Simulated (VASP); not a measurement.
SiO2: electric field gradients with r2SCAN

The system is SiO2.

```xyz
12
Lattice="4.9790 0.0000 0.0000 0.0000 4.9790 0.0000 0.0000 0.0000 6.9500" Properties=species:S:1:pos:R:3 pbc="T T T"
Si    1.5156    1.5156    0.0000
Si    0.9739    4.0051    1.7375
Si    3.4634    3.4634    3.4750
Si    4.0051    0.9739    5.2125
O     1.1805    0.5718    1.2806
O     1.9177    3.6700    3.0181
O     3.7985    4.4072    4.7556
O     3.0613    1.3090    6.4931
O     3.6700    1.9177    3.9319
O     4.4072    3.7985    2.1944
O     1.3090    3.0613    0.4569
O     0.5718    1.1805    5.6694
```

```
Program                : VASP 6.6.1
Task                   : electric field gradients
Functional             : r2SCAN
Potentials or basis    : VASP PAW PBE potentials, release 64 (Si, O)
Cutoff                 : 520 eV
k mesh                 : 5 × 5 × 4
Occupations            : fermi-dirac, width 0.02 eV
Spin                   : no spin polarisation
Dipole correction      : no
Further INCAR settings : ALGO = Normal; EDIFF = 1e-08; NBANDS = 44
```

```
Pressure                                : -3.4 GPa
Largest force                           : 0.291 eV/Å
Band gap on the k mesh                  : 6.25 eV
Largest electric field gradient by atom : Si -4.1; O +89.0 V/Å²
```

Forces on the atoms (eV/Å):
```
Si   0.043  0.043  0.000
Si  -0.043  0.043  0.000
Si  -0.043 -0.043  0.000
Si   0.043 -0.043  0.000
O    0.038 -0.148 -0.247
O    0.148  0.038 -0.247
O   -0.038  0.148 -0.247
O   -0.148 -0.038 -0.247
O    0.038  0.148  0.247
O    0.148 -0.038  0.247
O   -0.038 -0.148  0.247
O   -0.148  0.038  0.247
```

Stress tensor (GPa, compression positive):
```
-3.15  0.00  0.00
 0.00 -3.15  0.00
 0.00  0.00 -3.95
```

Levels at points of the mesh, in eV from the valence-band top:
```
           k point  band 29  band 30  band 31  band 32  band 33  band 34  band 35  band 36
(0.00, 0.00, 0.00)    -0.68    -0.34    -0.34     0.00     6.25     9.58     9.58     9.99
(0.00, 0.00, 0.50)    -0.55    -0.55    -0.38    -0.38     7.55     7.55    10.18    10.18
```

Electric field gradients, principal values (V/Å²):
```tsv
atom	least	middle	greatest (by size)
1 Si	0.624	3.432	-4.056
2 Si	0.624	3.432	-4.056
3 Si	0.624	3.432	-4.056
4 Si	0.624	3.432	-4.056
5 O	-35.936	-53.074	89.010
6 O	-35.936	-53.074	89.010
7 O	-35.936	-53.074	89.010
8 O	-35.936	-53.074	89.010
9 O	-35.936	-53.074	89.010
10 O	-35.936	-53.074	89.010
11 O	-35.936	-53.074	89.010
12 O	-35.936	-53.074	89.010
```

Wall time 21 min on 1 thread of AMD EPYC 7R13, with other jobs on the host, peak memory 0.33 GiB.

Caveat: the cell stands under tension; without QUAD_EFG the Cq values of the log hold for a quadrupole moment of 1 mb, not for the nuclei; the PAW data sets were made with another functional, which shifts forces and pressure a little. A k mesh can miss the band edges.
